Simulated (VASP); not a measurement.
Write the native input for VASP 6.6.1 that does the following.

- Task: single point
- Functional: r2SCAN
- Potentials or basis: VASP PAW PBE potentials, release 64 (Ru_pv)
- Cutoff: 520 eV
- k mesh: 24 × 24 × 12
- Occupations: gaussian, width 0.1 eV
- Spin: no spin polarisation
- Dipole correction: no
- Further INCAR settings: ALGO = Normal; EDIFF = 1e-07; NBANDS = 21

Crystal: Ru.

```xyz
2
Lattice="2.7835 0.0000 0.0000 -1.3918 2.4106 0.0000 0.0000 0.0000 4.1922" Properties=species:S:1:pos:R:3 pbc="T T T"
Ru    0.0000    1.6071    1.0480
Ru    1.3918    0.8035    3.1441
```

This cell differs from its parent crystal: biaxial strain in the a-b plane: +3.0 %, then relaxed in part.

These files were run (other wordings do the same):

POSCAR

```
Ru
1.0
    2.7835387355      0.0000000000      0.0000000000
   -1.3917693677      2.4106152573      0.0000000000
    0.0000000000      0.0000000000      4.1921885782
Ru
2
Direct
    0.3333333333      0.6666666667      0.2500000000
    0.6666666667      0.3333333333      0.7500000000
```

INCAR.step1

```
PREC     = Accurate       # precision mode
ENCUT    = 520            # plane-wave cutoff, eV
ISMEAR   = 0              # smearing method
SIGMA    = 0.1            # smearing width, eV
LREAL    = False          # projectors in reciprocal space
LASPH    = True           # aspherical terms in the spheres
NELM     = 60             # most SCF steps
NBANDS   = 21             # bands
GGA      = PE             # functional
ALGO     = Normal         # electronic algorithm
EDIFF    = 1E-4           # SCF threshold, eV
LWAVE    = True           # write WAVECAR
LCHARG   = False          # write CHGCAR
```

INCAR.step2

```
PREC     = Accurate       # precision mode
ENCUT    = 520            # plane-wave cutoff, eV
EDIFF    = 1E-7           # SCF threshold, eV
ISMEAR   = 0              # smearing method
SIGMA    = 0.1            # smearing width, eV
LREAL    = False          # projectors in reciprocal space
LASPH    = True           # aspherical terms in the spheres
NELM     = 60             # most SCF steps
ALGO     = Normal         # electronic algorithm
ISIF     = 2              # what is computed and relaxed
LWAVE    = False          # write WAVECAR
LCHARG   = False          # write CHGCAR
METAGGA  = R2SCAN         # meta-GGA
LMIXTAU  = True         
NBANDS   = 21             # bands
ISTART   = 1
```

KPOINTS

```
regular mesh
0
Gamma
  24 24 12
```

Potentials or basis: VASP PAW PBE potentials, release 64 (Ru_pv).

Run with:

```sh
$ cat potpaw_PBE.64/Ru_pv/POTCAR > POTCAR
$ cp INCAR.step1 INCAR
$ mpirun -np 1 vasp_std > vasp.out
$ cp INCAR.step2 INCAR
$ mpirun -np 1 vasp_std > vasp.out
```

Results of the run:

- Pressure: -10.2 GPa
- Band gap on the k mesh: zero (bands 14 and 15 overlap by 3.15 eV)

Caveat: the cell differs from its parent crystal (biaxial strain in the a-b plane: +3.0 %, then relaxed in part); the cell stands under tension; the PAW data sets were made with another functional, which shifts forces and pressure a little.

Wall time 17 min on 1 thread of Intel Xeon 8259CL, on a shared host, peak memory 0.32 GiB.
